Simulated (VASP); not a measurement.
Input of a VASP 6.6.1 run:

File INCAR:

```
PREC = Accurate
ENCUT = 500
EDIFF = 1E-7
ISMEAR = 1
SIGMA = 0.1
LREAL = F
LASPH = T
NELM = 120
ALGO = Normal
ISIF = 3
LWAVE = F
LCHARG = F
GGA = PE
IBRION = 2
NSW = 60
EDIFFG = -0.01
PSTRESS = 200.0
GGA_COMPAT = F
NELMIN = 4
```

File KPOINTS:

```
Automatic mesh
0
Gamma
  9 9 9
```

File POSCAR:

```
Si
1.0
    1.5650000000      1.5650000000      1.5650000000
   -1.5650000000      1.5650000000      1.5650000000
   -1.5650000000     -1.5650000000      1.5650000000
Si
1
Direct
    0.0000000000      0.0000000000      0.0000000000
```

Potentials or basis: VASP PAW PBE potentials, release 64 (Si).

The run is started by

```bash
$ cat potpaw_PBE.64/Si/POTCAR > POTCAR
$ mpirun -np 1 vasp_std > vasp.out
```

Question: Predict the relaxed cell.

Answer: a = 2.532 Å, b = 2.532 Å, c = 2.532 Å, α = 70.53°, β = 109.47°, γ = 70.53°.

Question: Predict the relaxed volume.

Answer: 12.50 Å³/atom.

The path:
```csv
step,energy change (eV),largest force (eV/Å),pressure (GPa),volume (Å³)
1,0.0000,0.0000,-4.01,15.33
2,0.4896,0.0000,54.21,10.78
3,0.0991,0.0000,18.84,12.58
4,0.1078,0.0000,19.86,12.51
5,0.1144,0.0000,20.63,12.45
6,0.1042,0.0000,19.45,12.54
7,0.1090,0.0000,20.01,12.50
```

Caveat: the cell is relaxed towards a set pressure, so the enthalpy falls and the energy may rise; the volume moved by over 15 % at a fixed basis, so the end points are rough.
